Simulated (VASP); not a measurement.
# Zn (P6_3/mmc) in VASP: electric field gradients with PBEsol

Aim: the electric field gradients of Zn with PBEsol.

All numbers are computed with VASP 6.6.1; they aren't measurements. Logs are shortened: lines on timing, memory, paths and dates and some standing lists are left out, and cuts for length are marked.

## Step 1: The cell of the first run

The structure is hexagonal, space group P6_3/mmc (No. 194). Conventional cell: a = 2.665 Å, b = 2.665 Å, c = 4.947 Å, α = 90.00°, β = 90.00°, γ = 120.00°. Within 3.5 Å of Zn (site symmetry -6m2) lie 12 Zn at 2.66 to 2.91 Å.

## Step 2: Electric field gradients, PBEsol

INCAR reads:

```
ALGO = Normal
EDIFF = 1E-8
ENCUT = 520
GGA = PS
ISIF = 2
ISMEAR = -1
LASPH = True
LCHARG = False
LEFG = True
LREAL = False
LWAVE = False
NBANDS = 19
NELM = 80
PREC = Accurate
SIGMA = 0.03
```

KPOINTS reads:

```
k-points
0
Gamma
  16 16 8
```

POSCAR reads:

```
Zn
1.0
    2.6647980532      0.0000000000      0.0000000000
   -1.3323990266      2.3077828100      0.0000000000
    0.0000000000      0.0000000000      4.9467000000
Zn
2
Direct
    0.3333333333      0.6666666667      0.2500000000
    0.6666666667      0.3333333333      0.7500000000
```

Potentials or basis: VASP PAW PBE potentials, release 64 (Zn).

Run with:

```sh
cat potpaw_PBE.64/Zn/POTCAR > POTCAR
mpirun -np 1 vasp_std > vasp.out
```

OUTCAR:

```text
EDIFF = 1E-8
   ENCUT = 520
   GGA = PS
   ISIF = 2
   ISMEAR = -1
   LASPH = True
   LREAL = False
   NELM = 80
   PREC = Accurate

 ion  position               nearest neighbor table
   1  0.333  0.667  0.250-   2 2.91   2 2.91   2 2.91   2 2.91   2 2.91   2 2.91
   2  0.667  0.333  0.750-   1 2.91   1 2.91   1 2.91   1 2.91   1 2.91   1 2.91

  LATTYP: Found a hexagonal cell.
 ALAT       =     2.6647980532
 C/A-ratio  =     1.8563132745

  Lattice vectors:

 A1 = (   2.6647980532,   0.0000000000,   0.0000000000)
 A2 = (  -1.3323990266,   2.3077828100,   0.0000000000)
 A3 = (   0.0000000000,   0.0000000000,   4.9467000000)

Analysis of symmetry for initial positions (statically):
=====================================================================
 Subroutine PRICEL returns:
 Original cell was already a primitive cell.

 Routine SETGRP: Setting up the symmetry group for a
 hexagonal supercell.

 Subroutine GETGRP returns: Found 24 space group operations
 (whereof 12 operations were pure point group operations)
 out of a pool of 24 trial point group operations.

The static configuration has the point symmetry D_3d.
 The point group associated with its full space group is D_6h.

Analysis of symmetry for dynamics (positions and initial velocities):
=====================================================================
 Subroutine PRICEL returns:
 Original cell was already a primitive cell.

 Routine SETGRP: Setting up the symmetry group for a
 hexagonal supercell.

 Subroutine GETGRP returns: Found 24 space group operations
 (whereof 12 operations were pure point group operations)
 out of a pool of 24 trial point group operations.

The dynamic configuration has the point symmetry D_3d.
 The point group associated with its full space group is D_6h.

 Subroutine INISYM returns: Found 24 space group operations
 (whereof 12 operations are pure point group operations),
 and found     1 'primitive' translations

----------------------------------------------------------------------------------------

                                     Primitive cell

  volume of cell :      30.4211

  direct lattice vectors                    reciprocal lattice vectors
     2.664798053  0.000000000  0.000000000     0.375262958  0.216658170  0.000000000
[... 116 lines left out ...]
   LRPA    =     F    only Hartree local field effects (RPA)
 non-spin polarized calculation
  energy-cutoff  :      520.00
  volume of cell :       30.42
 maximum number of plane-waves:       843
 NGX is ok and might be reduce to    20
   NGX =  9   NGY =  9   NGZ = 19

 number of electron      24.0000012 magnetization

 Free energy of the ion-electron system (eV)
  ---------------------------------------------------
  ext. energy  EPLUGINS =         0.00000000
  ---------------------------------------------------
  free energy    TOTEN  =        -3.15026704 eV

  energy without entropy =       -3.14980541  energy(sigma->0) =       -3.15003622

 E-fermi :   2.9966     XC(G=0): -11.7004

 val. band max:        2.9117237095   @ k =   0.3750   0.2500   0.5000
 cond. band min:       3.0451698027   @ k =   0.5000  -0.0000   0.5000
 fundamental gap:      0.1334460932
 Fermi energy:         2.9965689879

 k-point     1 :       0.0000    0.0000    0.0000
  band No.  band energies     occupation
      1      -7.4773      2.00000
      2      -5.6489      2.00000
      3      -4.9423      2.00000
      4      -4.7120      2.00000
      5      -4.7120      2.00000
      6      -4.6617      2.00000
[... 505 lines left out ...]
      6      -4.6630      2.00000
[... 11 lines left out ...]
     18      13.9885      0.00000
     19      15.3976      0.00000

 [... further k-points ...]
[... 5 lines left out ...]
  --------------------------------------------------------------------------------------
  -------------------------------------------------------------------------------------
  Total       -1.0037750     -1.0037750     -0.9279900      0.0000000     -0.0000000      0.0000000
  in kB      -52.8654747    -52.8654747    -48.8741331      0.0000000     -0.0000000      0.0000000
  external PRESSURE =     -51.5350275 kB  Pullay stress =       0.0000000 kB

 VOLUME and BASIS-vectors are now :
 -----------------------------------------------------------------------------
  energy-cutoff  :      520.00
  volume of cell :       30.42
      direct lattice vectors                 reciprocal lattice vectors
     2.664798053  0.000000000  0.000000000     0.375262958  0.216658170  0.000000000
    -1.332399027  2.307782810  0.000000000     0.000000000  0.433316340  0.000000000
     0.000000000  0.000000000  4.946700000     0.000000000  0.000000000  0.202154972

 POSITION                                       TOTAL-FORCE (eV/Angst)
 -----------------------------------------------------------------------------------
     -0.00000      1.53852      1.23667         0.000000     -0.000000     -0.000000
      1.33240      0.76926      3.71002        -0.000000      0.000000      0.000000
 -----------------------------------------------------------------------------------
    total drift:                               -0.000000      0.000000      0.000000

  FREE ENERGIE OF THE ION-ELECTRON SYSTEM (eV)
  ---------------------------------------------------
  free  energy   TOTEN  =        -3.1502670351 eV

  energy  without entropy=       -3.1498054116  energy(sigma->0) =       -3.15003622

 Electric field gradients (V/A^2)
---------------------------------------------------------------------
 ion       V_xx      V_yy      V_zz      V_xy      V_xz      V_yz
---------------------------------------------------------------------
   1     -18.853   -18.847    37.700     0.006     0.000    -0.000
   2     -18.853   -18.847    37.700     0.006    -0.000     0.000
---------------------------------------------------------------------

 Electric field gradients after diagonalization (V/A^2)
 (convention: |V_zz| > |V_xx| > |V_yy|)
----------------------------------------------------------------------
 ion       V_xx      V_yy      V_zz     asymmetry (V_yy - V_xx)/ V_zz
----------------------------------------------------------------------
   1     -18.857   -18.844    37.700       0.000
   2     -18.857   -18.844    37.700       0.000
----------------------------------------------------------------------

           NMR quadrupolar parameters

 Cq : quadrupolar parameter    Cq=e*Q*V_zz/h
 eta: asymmetry parameters     (V_yy - V_xx)/ V_zz
 Q  : nuclear electric quadrupole moment in mb (millibarn)
----------------------------------------------------------------------
 ion       Cq(MHz)       eta       Q (mb)
----------------------------------------------------------------------
   1       0.091       0.000       1.000
   2       0.091       0.000       1.000
----------------------------------------------------------------------
```

OSZICAR:

```text
N       E                     dE             d eps       ncg     rms          rms(c)
DAV:   1     0.113745576747E+03    0.11375E+03   -0.12324E+04  5876   0.199E+03
DAV:   2     0.184285383569E+01   -0.11190E+03   -0.10783E+03  5733   0.297E+02
DAV:   3    -0.340945528727E+01   -0.52523E+01   -0.52320E+01  6432   0.706E+01
DAV:   4    -0.344065522903E+01   -0.31200E-01   -0.31192E-01  6302   0.560E+00
DAV:   5    -0.344069447717E+01   -0.39248E-04   -0.39248E-04  6228   0.181E-01    0.412E+00
DAV:   6    -0.316949859378E+01    0.27120E+00   -0.10919E+00  6338   0.221E+01    0.302E+00
DAV:   7    -0.315681111824E+01    0.12687E-01   -0.38295E-02  7286   0.334E+00    0.159E+00
DAV:   8    -0.315029738228E+01    0.65137E-02   -0.20462E-03  7803   0.644E-01    0.525E-02
DAV:   9    -0.315026269931E+01    0.34683E-04   -0.22875E-04  7782   0.201E-01    0.364E-02
DAV:  10    -0.315026745799E+01   -0.47587E-05   -0.20251E-05  5970   0.380E-02    0.299E-03
DAV:  11    -0.315026727866E+01    0.17933E-06   -0.55578E-07  6540   0.129E-02    0.200E-03
DAV:  12    -0.315026703042E+01    0.24824E-06   -0.16743E-08  5450   0.206E-03    0.260E-04
DAV:  13    -0.315026703505E+01   -0.46334E-08   -0.34887E-09  3235   0.749E-04
   1 F= -.31502670E+01 E0= -.31500362E+01  d E =-.461623E-03
```

stdout:

```text
POSCAR found type information on POSCAR Zn
 POSCAR found :  1 types and       2 ions
 scaLAPACK will be used
 -----------------------------------------------------------------------------
|                                                                             |
|                                                                             |
|     You enforced a specific xc type in the INCAR file but a different       |
|     I HOPE YOU KNOW WHAT YOU ARE DOING!                                     |
|                                                                             |
 -----------------------------------------------------------------------------

 LDA part: xc-table for (Slater+PW92), standard interpolation
 POSCAR, INCAR and KPOINTS ok, starting setup
 FFT: planning ... GRIDC
 FFT: planning ... GRID_SOFT
 FFT: planning ... GRID
 WAVECAR not read
 entering main loop
ion   1

ion   2
```

Run time: 54 s. Hardware: 1 thread of Intel Xeon Platinum 8559C (Emerald Rapids), shared host; peak memory 0.19 GiB.

What came out:

| Quantity | Value |
| --- | --- |
| Free energy | -3.1503 eV |
| Pressure | -5.2 GPa |
| Band gap on the k mesh | zero (bands 12 and 13 overlap by 4.30 eV) |
| Largest electric field gradient by atom | Zn +37.7 V/Å² |

Electric field gradients, principal values (V/Å²):
```tsv
atom	least	middle	greatest (by size)
1 Zn	-18.844	-18.857	37.700
2 Zn	-18.844	-18.857	37.700
```

Caveat: the cell stands under tension; without QUAD_EFG the Cq values of the log hold for a quadrupole moment of 1 mb, not for the nuclei; the PAW data sets were made with another functional, which shifts forces and pressure a little.

The gap in the log of VASP goes by the Fermi energy; the results here count the filled bands.